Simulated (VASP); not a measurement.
The system is ZnS.

```
Zn S
1.0
     0.00000    2.70200    2.70200
     2.70200    0.00000    2.70200
     2.70200    2.70200    0.00000
Zn S
1 1
Direct
  0.25000 0.25000 0.25000
  0.00000 0.00000 0.00000
```

| Item | Value |
| --- | --- |
| Program | VASP 6.6.1 |
| Task | relaxation of cell and atoms |
| Functional | PBE |
| Potentials or basis | VASP PAW PBE potentials, release 64 (Zn, S) |
| Cutoff | 600 eV |
| k mesh | 6 × 6 × 6 |
| Occupations | gaussian, width 0.01 eV |
| Spin | no spin polarisation |

At the start: pressure 1.8 GPa; volume 19.73 Å³/atom.

Task: Where does the relaxation end?

Result: Over 3 steps the energy falls by 2.6 meV/atom and the volume is 20.21 Å³/atom (+2.4 %); space group F-43m (No. 216, to 0.05 Å).

The path:
```
step  energy change (eV)  largest force (eV/Å)  pressure (GPa)  volume (Å³)
   1              0.0000                0.0000            1.78        39.45
   2             -0.0048                0.0000           -0.50        40.72
   3             -0.0052                0.0000            0.00        40.42
```

Final structure:
```
Zn S
1.0
     0.00000    2.72383    2.72383
     2.72383    0.00000    2.72383
     2.72383    2.72383    0.00000
Zn S
1 1
Direct
  0.25000 0.25000 0.25000
  0.00000 0.00000 0.00000
```
